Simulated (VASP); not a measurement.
# Al (I4/mmm) in VASP: further runs

Al is run at these levels: PBEsol+D3(BJ); tasks: single point.

All numbers are computed with VASP 6.6.1; they aren't measurements. Logs are shortened: lines on timing, memory, paths and dates and some standing lists are left out, and cuts for length are marked.

## 1. The cell of the first run

It takes space group I4/mmm (No. 139, tetragonal). The conventional cell has a = 2.496 Å, b = 2.496 Å, c = 4.992 Å, α = 90.00°, β = 90.00°, γ = 90.00°. Al (site symmetry 4/mmm) has 12 Al at 2.50 to 3.06 Å within 3.3 Å.

## 2. Single point, PBEsol+D3(BJ)

Contents of INCAR:

```
ALGO = Fast
EDIFF = 1E-6
ENCUT = 520
GGA = PS
ISIF = 2
ISMEAR = 0
IVDW = 12
LASPH = T
LCHARG = F
LREAL = F
LWAVE = F
NBANDS = 8
NELM = 60
PREC = Accurate
SIGMA = 0.15
```

Contents of KPOINTS:

```
k-points
0
Gamma
  28 28 28
```

Contents of POSCAR:

```
Al
1.0
    0.0000000000      1.7652065465      2.4960020568
    1.7652065465      0.0000000000      2.4960020568
    1.7652065465      1.7652065465      0.0000000000
Al
1
Direct
    0.0000000000      0.0000000000      0.0000000000
```

Potentials or basis: VASP PAW PBE potentials, release 64 (Al).

Command:

```
cat potpaw_PBE.64/Al/POTCAR > POTCAR
mpirun -np 1 vasp_std > vasp.out
```

OUTCAR:

```text
EDIFF = 1E-6
   ENCUT = 520
   GGA = PS
   ISIF = 2
   ISMEAR = 0
   IVDW = 12
   LASPH = T
   LREAL = F
   NELM = 60
   PREC = Accurate
 IVDW          = 12

 ion  position               nearest neighbor table
   1  0.000  0.000  0.000-

  LATTYP: Found a body centered tetragonal cell.
 ALAT       =     2.4963790385
 C/A-ratio  =     1.9996979772

  Lattice vectors:

 A1 = (  -1.7652065465,   0.0000000000,   2.4960020568)
 A2 = (   1.7652065465,   0.0000000000,   2.4960020568)
 A3 = (   0.0000000000,   1.7652065465,  -2.4960020568)

Analysis of symmetry for initial positions (statically):
=====================================================================
 Subroutine PRICEL returns:
 Original cell was already a primitive cell.

 Routine SETGRP: Setting up the symmetry group for a
 body centered tetragonal supercell.

 Subroutine GETGRP returns: Found 16 space group operations
 (whereof 16 operations were pure point group operations)
 out of a pool of 16 trial point group operations.

The static configuration has the point symmetry D_4h.

Analysis of symmetry for dynamics (positions and initial velocities):
=====================================================================
 Subroutine PRICEL returns:
 Original cell was already a primitive cell.

 Routine SETGRP: Setting up the symmetry group for a
 body centered tetragonal supercell.

 Subroutine GETGRP returns: Found 16 space group operations
 (whereof 16 operations were pure point group operations)
 out of a pool of 16 trial point group operations.

The dynamic configuration has the point symmetry D_4h.

 Subroutine INISYM returns: Found 16 space group operations
 (whereof 16 operations are pure point group operations),
 and found     1 'primitive' translations

----------------------------------------------------------------------------------------

                                     Primitive cell

  volume of cell :      15.5549

  direct lattice vectors                    reciprocal lattice vectors
     0.000000000  1.765206546  2.496002057    -0.283252972  0.283252972  0.200320348
     1.765206546  0.000000000  2.496002057     0.283252972 -0.283252972  0.200320348
     1.765206546  1.765206546  0.000000000     0.283252972  0.283252972 -0.200320348

  length of vectors
     3.057119628  3.057119628  2.496379038     0.447875802  0.447875802  0.447875802

  position of ions in fractional coordinates (direct lattice)
[... 78 lines left out ...]
   LREAL  =      F    real-space projection
   EDIFFG = 0.1E-04   stopping-criterion for IOM
   NSW    =      0    number of steps for IOM
   IBRION =     -1    ionic relax: 0-MD 1-quasi-New 2-CG
   NFREE  =      0    steps in history (QN), initial steepest desc. (CG)
   ISIF   =      2    stress and relaxation
   ISYM   =      2    0-nonsym 1-usesym 2-fastsym
   POTIM  = 0.5000    time-step for ionic-motion
   TEBEG  =    0.0;   TEEND  =   0.0 temperature during run
   PSTRESS=    0.0 pullay stress
   NELECT =       3.0000    total number of electrons
   NUPDOWN=      -1.0000    fix difference up-down
   EMIN   =  10.00;   EMAX   =-10.00  energy-range for DOS
   EFERMI =   0.00;   METHOD = LEGACY
   ISMEAR =     0;   SIGMA  =   0.15  broadening in eV -4-tet -1-fermi 0-gaus
   EFERMI_NEDOS =   21; number of points for ismear=-14 and -15
   IALGO  =     68    algorithm
   IMIX   =      4    mixing-type and parameters
     AMIX     =   0.40;   BMIX     =  1.00
     AMIX_MAG =   1.60;   BMIX_MAG =  1.00
  volume/ion in A,a.u.               =      15.55       104.97
  Fermi-wavevector in a.u.,A,eV,Ry     =   0.945859  1.787415 12.172452  0.894650
  Thomas-Fermi vector in A             =   2.073802
   LORBIT       =      0    0 simple, 1 ext, 2 COOP (PROOUT), +10 PAW based schemes
   GGA     = PS    functional components
   LHFCALC =     F    Hartree Fock is set to
   AEXX    =    0.0000 exact exchange contribution
   IVDW    =    12    specifies the selected vdW correction
   LEPSILON=     F    determine dielectric tensor
   LRPA    =     F    only Hartree local field effects (RPA)
 non-spin polarized calculation
 RMM-DIIS sequential band-by-band and
 Gauss-broadening in eV      SIGMA  =   0.15
  energy-cutoff  :      520.00
  volume of cell :       15.55
 maximum number of plane-waves:       437
   NGX = 11   NGY = 11   NGZ =  9

 number of electron       3.0000000 magnetization

 Free energy of the ion-electron system (eV)
  ---------------------------------------------------
  ext. energy  EPLUGINS =         0.00000000
  ---------------------------------------------------
  free energy    TOTEN  =        -3.72798554 eV

  energy without entropy =       -3.72337696  energy(sigma->0) =       -3.72568125

 E-fermi :   8.4225     XC(G=0): -10.4552

 val. band max:        8.4218616554   @ k =  -0.4286   0.2500   0.1429
 cond. band min:       8.4244135707   @ k =  -0.3571  -0.0000   0.2143
 fundamental gap:      0.0025519153
 Fermi energy:         8.4224687075

 k-point     1 :       0.0000    0.0000    0.0000
  band No.  band energies     occupation
      1      -2.9883      2.00000
      2      18.9205      0.00000
      3      19.1001      0.00000
      4      19.9449      0.00000
      5      24.1126      0.00000
      6      24.1126      0.00000
      7      24.3958      0.00000
      8      24.3958      0.00000
[... 243 lines left out ...]
 k-point    24 :       0.3214    0.0357    0.0000
  band No.  band energies     occupation
      1      -0.3243      2.00000
      2      10.8080      0.00000
      3      14.0602      0.00000
      4      18.3723      0.00000
      5      22.9278      0.00000
      6      24.4271      0.00000
      7      29.1739      0.00000
      8      29.7619      0.00000

 [... further k-points ...]

------------------------ aborting loop because EDIFF is reached ----------------------------------------

 Edisp (eV)   -0.33690

 E8    (eV) :    -0.2269

  FORCE on cell =-STRESS in cart. coord.  units (eV):
  Direction    XX          YY          ZZ          XY          YZ          ZX
  --------------------------------------------------------------------------------------
  -------------------------------------------------------------------------------------
  Total       2.21327     2.21327    -1.27553     0.00000     0.00000     0.00000
  in kB     227.97073   227.97073  -131.38195     0.00000     0.00000     0.00000
  external pressure =      108.19 kB  Pullay stress =        0.00 kB

 VOLUME and BASIS-vectors are now :
 -----------------------------------------------------------------------------
  energy-cutoff  :      520.00
  volume of cell :       15.55
      direct lattice vectors                 reciprocal lattice vectors
     0.000000000  1.765206546  2.496002057    -0.283252972  0.283252972  0.200320348
     1.765206546  0.000000000  2.496002057     0.283252972 -0.283252972  0.200320348
     1.765206546  1.765206546  0.000000000     0.283252972  0.283252972 -0.200320348

 POSITION                                       TOTAL-FORCE (eV/Angst)
 -----------------------------------------------------------------------------------
      0.00000      0.00000      0.00000        -0.000000     -0.000000      0.000000
 -----------------------------------------------------------------------------------
    total drift:                                0.000000      0.000000     -0.000000

  FREE ENERGIE OF THE ION-ELECTRON SYSTEM (eV)
  ---------------------------------------------------
  free  energy   TOTEN  =        -4.0648883743 eV

  energy  without entropy=       -4.0602797938  energy(sigma->0) =       -4.06258408
```

Run time: 88 s. Hardware: 1 thread of Intel Xeon 6975P-C, shared host; peak memory 0.29 GiB.

What came out:

* Free energy: -4.0649 eV
* Pressure: 10.8 GPa
* Dispersion energy per atom: -0.337 eV

Stress tensor (GPa, compression positive):
```
 22.80   0.00   0.00
  0.00  22.80   0.00
  0.00   0.00 -13.14
```

Caveat: the PAW data sets were made with another functional, which shifts forces and pressure a little; pairwise dispersion overbinds metals, which lowers pressure and volume.

[end of part 1 of 2]
